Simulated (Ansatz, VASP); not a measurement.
**SiNi: VASP beside Ansatz**

```xyz
8
Lattice="5.1766 0.0000 0.0000 0.0000 3.3552 0.0000 0.0000 0.0000 5.6375" Properties=species:S:1:pos:R:3 pbc="T T T"
Si    1.6610    2.5164    0.4659
Si    0.9273    0.8388    3.2846
Si    4.2493    2.5164    2.3529
Si    3.5157    0.8388    5.1716
Ni    0.0413    0.8388    1.0640
Ni    2.5470    2.5164    3.8828
Ni    2.6296    0.8388    1.7547
Ni    5.1353    2.5164    4.5734
```

Alike in both runs: functional PBE; k mesh 8 × 10 × 6; occupations fermi-dirac, width 0.15 eV; no spin polarisation.

Ansatz relaxed the structure, and its values are those at the end. VASP's run is a single point on that final structure, the one shown.

|  | VASP | Ansatz |
| --- | --- | --- |
| version | VASP 6.6.1 | Ansatz 0.2.0 |
| potentials or method | VASP PAW PBE potentials, release 64 (Si, Ni), cutoff 520 eV | scalar-relativistic, plane waves, PAW |
| valence electrons in the cell | 56 | 88 |

VASP gave:

```
gap on the k mesh at the Fermi level (eV) : none
pressure (GPa)                            : 0.0
rms of the force components (eV/Å)        : 0.004
```

Problem. Which values does Ansatz return?

Solution. gap on the k mesh at the Fermi level (eV): none; pressure (GPa): 0.0; rms of the force components (eV/Å): 0.000.

A gap of «none» marks a metal or a gap that the smearing closes. With one functional, cell and mesh, what is left measures potentials, basis and numerics. VASP's potentials hold 56 valence electrons a cell and Ansatz's 88, so a difference there can come from the potentials and not from the codes.
